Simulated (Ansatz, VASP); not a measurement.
Li2O: VASP beside Ansatz

Contents of INCAR:

```
  PREC = Accurate
  ENCUT = 650
  EDIFF = 1E-8
  ISMEAR = -1
  SIGMA = 0.03
  LREAL = F
  LASPH = T
  NELM = 120
  ALGO = Normal
  ISIF = 2
  LWAVE = F
  LCHARG = F
  GGA = PS
  LEFG = T
  NBANDS = 13
  GGA_COMPAT = F
```

Contents of KPOINTS:

```
regular mesh
0
Gamma
  9 9 9
```

File POSCAR:

```
Li2O
1.0
    0.0000000000      2.2864050000      2.3095000000
    2.2864050000      0.0000000000      2.3095000000
    2.2864050000      2.2864050000      0.0000000000
Li O
2 1
Direct
    0.2500000000      0.2500000000      0.2500000000
    0.7500000000      0.7500000000      0.7500000000
    0.0000000000      0.0000000000      0.0000000000
```

Input for Ansatz:

```yaml
crystal:
  lattice:
    - [0.0, 2.286405, 2.3095]
    - [2.286405, 0.0, 2.3095]
    - [2.286405, 2.286405, 0.0]
  atoms:
    - { symbol: Li, position: [0.25, 0.25, 0.25] }
    - { symbol: Li, position: [0.75, 0.75, 0.75] }
    - { symbol: O, position: [0.0, 0.0, 0.0] }
kpoints:
  mp_grid: { grid: [9, 9, 9] }
scf:
  occupations: { method: fermi_dirac, width: 0.03 }
hamiltonian:
  xc: pbesol
  pseudopotentials: { kind: all_electron, datasets: crystal }
output:
  forces: true
  stress: true
  eigenvalues: true
  efg: { contact_densities: true }
```

Change from the starting cell: equal xx and yy strain of -1 %, crystal datasets.

Alike in both runs: task electric field gradients; functional PBEsol; k mesh 9 × 9 × 9; occupations fermi-dirac, width 0.03 eV; no spin polarisation.

|  | VASP | Ansatz |
| --- | --- | --- |
| version | VASP 6.6.1 | Ansatz 0.2.0 |
| potentials or method | VASP PAW PBE potentials, release 64 (Li_sv, O), cutoff 650 eV | all-electron PAW with datasets made for the crystal, scalar-relativistic |

Ansatz gave:

- gap on the k mesh at the Fermi level (eV): 4.96
- pressure (GPa): -0.6
- traceless stress, the component that is largest in VASP (GPa): -1.27
- size of Vzz on the site where it differs most (V/Å²): 0.7

Question: Estimate VASP's values.

Answer: gap on the k mesh at the Fermi level (eV): 4.94; pressure (GPa): -0.6; traceless stress, the component that is largest in VASP (GPa): -1.27; size of Vzz on the site where it differs most (V/Å²): 0.7.

VASP's potentials were made for PBE, not for PBEsol. Ansatz ran all-electron here, and VASP with PAW potentials.
